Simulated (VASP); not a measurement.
Wanted: the native input for a VASP 6.6.1 run.

```
Task                   : single point
Functional             : PBEsol
Potentials or basis    : VASP PAW PBE potentials, release 64 (Cd, S)
Cutoff                 : 520 eV
k mesh                 : 6 × 6 × 6
Occupations            : gaussian, width 0.01 eV
Spin                   : no spin polarisation
Dipole correction      : no
Further INCAR settings : ALGO = Normal; EDIFF = 1e-07; NBANDS = 16
```

The structure of CdS (Hawleyite) lies in POSCAR:

```
CdS
1.0
    0.0000000000      2.9165000000      2.9165000000
    2.9165000000      0.0000000000      2.9165000000
    2.9165000000      2.9165000000      0.0000000000
Cd S
1 1
Direct
    0.0000000000      0.0000000000      0.0000000000
    0.2500000000      0.2500000000      0.2500000000
```

The input as run:

INCAR

```
SYSTEM = CdS
ALGO = Normal
EDIFF = 1E-7
ENCUT = 520
GGA = PS
ISIF = 2
ISMEAR = 0
LASPH = .TRUE.
LCHARG = .FALSE.
LREAL = .FALSE.
LWAVE = .FALSE.
NBANDS = 16
NELM = 60
PREC = Accurate
SIGMA = 0.01
```

KPOINTS

```
k-points
0
G
  6 6 6
  0 0 0
```

Potentials or basis: VASP PAW PBE potentials, release 64 (Cd, S).

Command:

```console
$ cat potpaw_PBE.64/Cd/POTCAR potpaw_PBE.64/S/POTCAR > POTCAR
$ mpirun -np 1 vasp_std > vasp.out
```

Results of the run:

* Pressure: 0.1 GPa
* Band gap on the k mesh: 1.01 eV, direct

Caveat: the PAW data sets were made with another functional, which shifts forces and pressure a little.

Run time: 18 s on 1 thread of AMD EPYC 7R13 (shared host), peak memory 0.15 GiB.
